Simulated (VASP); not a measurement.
# MgS (P6_3mc) in VASP: dielectric tensor with PBE

Aim: the dielectric tensor of MgS with PBE.

Everything below comes from runs of VASP 6.6.1. Logs are shortened: lines on timing, memory, paths and dates and some standing lists are left out, and cuts for length are marked.

## (1) The cell of the first run

It takes space group P6_3mc (No. 186, hexagonal). Conventional cell: a = 4.029 Å, b = 4.029 Å, c = 6.454 Å, α = 90.00°, β = 90.00°, γ = 120.00°. Mg (site symmetry 3m) has 4 S at 2.45 to 2.46 Å within 3.2 Å. S (site symmetry 3m) has 4 Mg at 2.45 to 2.46 Å within 3.2 Å.

## (2) Dielectric tensor, PBE

The input, INCAR:

```
SYSTEM = MgS
PREC = Accurate ; ENCUT = 520
EDIFF = 1E-8 ; ISMEAR = 0
SIGMA = 0.01 ; LREAL = .FALSE.
LASPH = .TRUE. ; NELM = 80
ALGO = Normal ; ISIF = 2
LWAVE = .FALSE. ; LCHARG = .FALSE.
GGA = PE ; LEPSILON = .TRUE.
```

The input, KPOINTS:

```
regular mesh
0
G
  6 6 4
  0 0 0
```

The input, POSCAR:

```
MgS
1.0
    4.0286647932      0.0000000000      0.0000000000
   -2.0143323966      3.4889260542      0.0000000000
    0.0000000000      0.0000000000      6.4542161851
Mg S
2 2
Direct
    0.6666666667      0.3333333333      0.4971196678
    0.3333333333      0.6666666667      0.9971196678
    0.3333333333      0.6666666667      0.3778793322
    0.6666666667      0.3333333333      0.8778793322
```

Potentials or basis: VASP PAW PBE potentials, release 64 (Mg, S).

Launch:

```
> cat potpaw_PBE.64/Mg/POTCAR potpaw_PBE.64/S/POTCAR > POTCAR
> mpirun -np 1 vasp_std > vasp.out
```

OUTCAR:

```text
SYSTEM = MgS
   PREC = Accurate
   ENCUT = 520
   EDIFF = 1E-8
   ISMEAR = 0
   LREAL = .FALSE.
   LASPH = .TRUE.
   NELM = 80
   ISIF = 2
   GGA = PE
   LEPSILON = .TRUE.

 ion  position               nearest neighbor table
   1  0.667  0.333  0.497-   3 2.45   3 2.45   3 2.45   4 2.46
   2  0.333  0.667  0.997-   4 2.45   4 2.45   4 2.45   3 2.46
   3  0.333  0.667  0.378-   1 2.45   1 2.45   1 2.45   2 2.46
   4  0.667  0.333  0.878-   2 2.45   2 2.45   2 2.45   1 2.46

  LATTYP: Found a hexagonal cell.
 ALAT       =     4.0286647932
 C/A-ratio  =     1.6020732715

  Lattice vectors:

 A1 = (   4.0286647932,   0.0000000000,   0.0000000000)
 A2 = (  -2.0143323966,   3.4889260542,   0.0000000000)
 A3 = (   0.0000000000,   0.0000000000,   6.4542161851)

Analysis of symmetry for initial positions (statically):
=====================================================================
 Subroutine PRICEL returns:
 Original cell was already a primitive cell.

 Routine SETGRP: Setting up the symmetry group for a
 hexagonal supercell.

 Subroutine GETGRP returns: Found 12 space group operations
 (whereof  6 operations were pure point group operations)
 out of a pool of 24 trial point group operations.

The static configuration has the point symmetry C_3v.
 The point group associated with its full space group is C_6v.

Analysis of symmetry for dynamics (positions and initial velocities):
=====================================================================
 Subroutine PRICEL returns:
 Original cell was already a primitive cell.

 Routine SETGRP: Setting up the symmetry group for a
 hexagonal supercell.

 Subroutine GETGRP returns: Found 12 space group operations
 (whereof  6 operations were pure point group operations)
 out of a pool of 24 trial point group operations.

The dynamic configuration has the point symmetry C_3v.
 The point group associated with its full space group is C_6v.

 Subroutine INISYM returns: Found 12 space group operations
 (whereof  6 operations are pure point group operations),
 and found     1 'primitive' translations

----------------------------------------------------------------------------------------

                                     Primitive cell

  volume of cell :      90.7186

  direct lattice vectors                    reciprocal lattice vectors
     4.028664793  0.000000000  0.000000000     0.248221198  0.143310575  0.000000000
    -2.014332397  3.488926054  0.000000000     0.000000000  0.286621151  0.000000000
     0.000000000  0.000000000  6.454216185     0.000000000  0.000000000  0.154937481

  length of vectors
     4.028664793  4.028664793  6.454216185     0.286621151  0.286621151  0.154937481

  position of ions in fractional coordinates (direct lattice)
     0.666666667  0.333333333  0.497119668
     0.333333333  0.666666667  0.997119668
     0.333333333  0.666666667  0.377879332
     0.666666667  0.333333333  0.877879332

  ion indices of the primitive-cell ions
   primitive index   ion index
                 1           1
                 2           2
                 3           3
                 4           4

----------------------------------------------------------------------------------------

 KPOINTS: regular mesh

Automatic generation of k-mesh.
 Grid dimensions read from file:
 generate k-points for:    6    6    4

 Generating k-lattice:

  Cartesian coordinates                     Fractional coordinates (reciprocal lattice)
     0.041370200  0.023885096  0.000000000     0.166666667  0.000000000  0.000000000
     0.000000000  0.047770192  0.000000000     0.000000000  0.166666667  0.000000000
     0.000000000  0.000000000  0.038734370     0.000000000  0.000000000  0.250000000

[... 92 lines left out ...]

 number of electron      16.0000003 magnetization

 E-fermi :   1.2172     XC(G=0):  -8.3813

 val. band max:        1.1603849010   @ k =   0.0000   0.0000   0.0000
 cond. band min:       4.6251863794   @ k =   0.0000   0.0000   0.0000
 fundamental gap:      3.4648014784
 Fermi energy:         1.2171772344

 k-point     1 :       0.0000    0.0000    0.0000
  band No.  band energies     occupation
      1     -10.2138      2.00000
      2      -9.4927      2.00000
      3      -2.0397      2.00000
      4       0.6373      2.00000
      5       0.6373      2.00000
      6       1.0480      2.00000
      7       1.0480      2.00000
      8       1.1604      2.00000
      9       4.6252      0.00000
     10       5.8942      0.00000
     11       8.6958      0.00000
     12       8.6958      0.00000
[... 286 lines left out ...]
 k-point    21 :       0.3333    0.3333    0.5000
  band No.  band energies     occupation
      1      -9.3642      2.00000
      2      -9.3642      2.00000
      3      -1.5986      2.00000
      4      -1.5986      2.00000
      5      -0.7942      2.00000
      6      -0.7942      2.00000
      7       0.6478      2.00000
      8       0.6478      2.00000
      9       6.9673      0.00000
     10       6.9673      0.00000
     11       7.5695      0.00000
     12       7.5695      0.00000

  FORCE on cell =-STRESS in cart. coord.  units (eV):
  Direction    XX          YY          ZZ          XY          YZ          ZX
  --------------------------------------------------------------------------------------
  -------------------------------------------------------------------------------------
  Total        0.5261242      0.5261242      0.4954493      0.0000000      0.0000000      0.0000000
  in kB        9.2918556      9.2918556      8.7501074      0.0000000      0.0000000      0.0000000
  external PRESSURE =       9.1112729 kB  Pullay stress =       0.0000000 kB

 VOLUME and BASIS-vectors are now :
 -----------------------------------------------------------------------------
  energy-cutoff  :      520.00
  volume of cell :       90.72
      direct lattice vectors                 reciprocal lattice vectors
     4.028664793  0.000000000  0.000000000     0.248221198  0.143310575  0.000000000
    -2.014332397  3.488926054  0.000000000     0.000000000  0.286621151  0.000000000
     0.000000000  0.000000000  6.454216185     0.000000000  0.000000000  0.154937481

 POSITION                                       TOTAL-FORCE (eV/Angst)
 -----------------------------------------------------------------------------------
      2.01433      1.16298      3.20852         0.000000      0.000000     -0.003593
     -0.00000      2.32595      6.43563        -0.000000     -0.000000     -0.003593
     -0.00000      2.32595      2.43891        -0.000000      0.000000      0.003593
      2.01433      1.16298      5.66602         0.000000     -0.000000      0.003593
 -----------------------------------------------------------------------------------
    total drift:                               -0.000000      0.000000      0.000465

  FREE ENERGIE OF THE ION-ELECTRON SYSTEM (eV)
  ---------------------------------------------------
  free  energy   TOTEN  =       -16.9759846942 eV

  energy  without entropy=      -16.9759846942  energy(sigma->0) =      -16.97598469

 HEAD OF MICROSCOPIC STATIC DIELECTRIC TENSOR (INDEPENDENT PARTICLE, excluding Hartree and local field effects)
 ------------------------------------------------------
           4.437570     0.000000     0.000000
           0.000000     4.437570     0.000000
           0.000000     0.000000     4.498885
 ------------------------------------------------------

 Free energy of the ion-electron system (eV)
  ---------------------------------------------------
  ---------------------------------------------------
  free energy    TOTEN  =        -0.85569261 eV

  energy without entropy =       -0.85569261

------------------------ aborting loop because EDIFF is reached ----------------------------------------

--------------------------------------- Ionic step        2  -------------------------------------------

------------------------ aborting loop because EDIFF is reached ----------------------------------------

--------------------------------------- Ionic step        3  -------------------------------------------

 Free energy of the ion-electron system (eV)
  ---------------------------------------------------
  ---------------------------------------------------
  free energy    TOTEN  =        -0.87623760 eV

  energy without entropy =       -0.87623760

------------------------ aborting loop because EDIFF is reached ----------------------------------------

 PIEZOELECTRIC TENSOR FIELD DIRECTION 3  (e Angst)
 -----------------------------------------------------------------------------
     1.15493  0.00000  0.00000           ( -0.03316  0.00000  0.00000)
     0.00000  1.15493  0.00000           (  0.00000 -0.03316  0.00000)
    -0.00000  0.00000 -2.11643           (  0.00000  0.00000  0.07031)

 PIEZOELECTRIC TENSOR FIELD DIRECTION 3  (C/m^2)
 -----------------------------------------------------------------------------
     0.20397  0.00000  0.00000
     0.00000  0.20397  0.00000
    -0.00000  0.00000 -0.37378

 MACROSCOPIC STATIC DIELECTRIC TENSOR (including local field effects in DFT)
 ------------------------------------------------------
           4.009654    -0.000000     0.000000
           0.000000     4.009654     0.000000
           0.000000     0.000000     4.092301
 ------------------------------------------------------

 PIEZOELECTRIC TENSOR (including local field effects)  for field in x, y, z        (e  Angst)
          XX          YY          ZZ          XY          YZ          ZX
  --------------------------------------------------------------------------------
  x     0.00000     0.00000     0.00000    -0.00000     0.00000     1.18413
  y    -0.00000    -0.00000    -0.00000     0.00000     1.18413     0.00000
  z     1.15493     1.15493    -2.11643     0.00000     0.00000     0.00000

 PIEZOELECTRIC TENSOR (including local field effects)  for field in x, y, z        (C/m^2)
          XX          YY          ZZ          XY          YZ          ZX
  --------------------------------------------------------------------------------
  x     0.00000     0.00000     0.00000    -0.00000     0.00000     0.20913
  y    -0.00000    -0.00000    -0.00000     0.00000     0.20913     0.00000
  z     0.20397     0.20397    -0.37378     0.00000     0.00000     0.00000

 BORN EFFECTIVE CHARGES (including local field effects) (in |e|, cummulative output)
 ---------------------------------------------------------------------------------
 ion    1
    1     1.88913     0.00000     0.00000
    2     0.00000     1.88913     0.00000
    3     0.00000     0.00000     1.95975
 ion    2
    1     1.88913    -0.00000     0.00000
    2     0.00000     1.88913     0.00000
    3    -0.00000    -0.00000     1.95975
 ion    3
    1    -1.88913     0.00000     0.00000
    2     0.00000    -1.88913     0.00000
    3     0.00000     0.00000    -1.95975
 ion    4
    1    -1.88913     0.00000     0.00000
    2     0.00000    -1.88913     0.00000
    3     0.00000    -0.00000    -1.95975
```

It took 6 min on 1 thread of Intel Xeon Platinum 8259CL at 2.50GHz (Skylake/Cascade Lake), shared host; peak memory 0.31 GiB.

What came out:

- Band gap on the k mesh: 3.46 eV, direct
- Electronic dielectric tensor (diagonal): 4.01, 4.01, 4.09
- Born charges (mean of the diagonal): Mg +1.91; S -1.91 e

Electronic dielectric tensor:
```
4.01 0.00 0.00
0.00 4.01 0.00
0.00 0.00 4.09
```

Born effective charge tensors (e):
atom 1, Mg
```
1.89 0.00 0.00
0.00 1.89 0.00
0.00 0.00 1.96
```
atom 2, Mg
```
1.89 0.00 0.00
0.00 1.89 0.00
0.00 0.00 1.96
```
atom 3, S
```
-1.89  0.00  0.00
 0.00 -1.89  0.00
 0.00  0.00 -1.96
```
atom 4, S
```
-1.89  0.00  0.00
 0.00 -1.89  0.00
 0.00  0.00 -1.96
```

Expect the measured gap to be larger: semilocal functionals such as PBE lack the derivative discontinuity.
